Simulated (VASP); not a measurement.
Write the native input for VASP 6.6.1 that does the following.

| Quantity | Value |
| --- | --- |
| Task | single point |
| Functional | LDA |
| Potentials or basis | VASP PAW LDA potentials, release 64 (Sn_d, O_h) |
| Cutoff | 1340 eV |
| k mesh | 4 × 3 × 3 |
| Occupations | gaussian, width 0.01 eV |
| Spin | no spin polarisation |
| Dipole correction | no |
| Further INCAR settings | ALGO = Normal; EDIFF = 1e-06; NBANDS = 28 |

The structure of SnO lies in POSCAR:

```
SnO
1.0
    3.3550050000      0.0000000000      0.0000000000
    0.0000000000      5.6741040000      0.0000000000
    0.0000000000      0.0000000000      4.2219700000
Sn O
2 2
Direct
    0.0032965171      0.1994062404      0.5042323197
    0.4937398591      0.7566943076      0.0095203154
   -0.0119412158      0.8626964770      0.7301637381
    0.5009025296      0.0910667008      0.2092151007
```

One way to write it, as run:

INCAR

```
ALGO = Normal
EDIFF = 1E-6
ENCUT = 1340
GGA_COMPAT = F
ISIF = 2
ISMEAR = 0
LASPH = T
LCHARG = T
LELF = T
LREAL = F
LVHAR = T
LWAVE = F
NBANDS = 28
NELM = 120
PREC = Accurate
SIGMA = 0.01
```

KPOINTS

```
k-points
0
Gamma
  4 3 3
```

Potentials or basis: VASP PAW LDA potentials, release 64 (Sn_d, O_h).

The run is started by

```bash
$ cat potpaw_LDA.64/Sn_d/POTCAR potpaw_LDA.64/O_h/POTCAR > POTCAR
$ mpirun -np 1 vasp_std > vasp.out
```

It gave:

- Pressure: -2.9 GPa
- Largest force: 0.565 eV/Å
- Band gap on the k mesh: 1.80 eV (least direct gap 2.25 eV)

Caveat: the k points lie up to 0.50 Å⁻¹ apart; spin-orbit coupling is left out, which moves the levels of the heavy elements.

Run time: 2.5 min on 1 thread of Intel(R) Xeon(R) Platinum 8488C (Sapphire Rapids) (shared host), peak memory 0.37 GiB.
